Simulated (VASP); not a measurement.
The system is SrVO3.

```
Sr V O
1.0
     3.84090    0.00000    0.00000
     0.00000    3.84090    0.00000
     0.00000    0.00000    3.84090
Sr V O
1 1 3
Direct
  0.50000 0.50000 0.50000
  0.00000 0.00000 0.00000
  0.00000 0.00000 0.50000
  0.00000 0.50000 0.00000
  0.50000 0.00000 0.00000
```

Program: VASP 6.6.1. Alike in all runs: task single point; potentials or basis VASP PAW PBE potentials, release 64 (Sr_sv, V_sv, O); spin collinear, ferromagnetic start; cell as given; k mesh 7 × 7 × 7; cutoff (eV) 520; smearing fermi-dirac 0.05 eV.

Question: Order these runs on this cell by their pressure, lowest first.
A. level r2SCAN
B. level PBE
C. level BLYP

Answer: A (-1.2 GPa), B (3.2 GPa), C (9.3 GPa).

Caveats: the PAW data sets were made with another functional, which shifts forces and pressure a little (some runs).
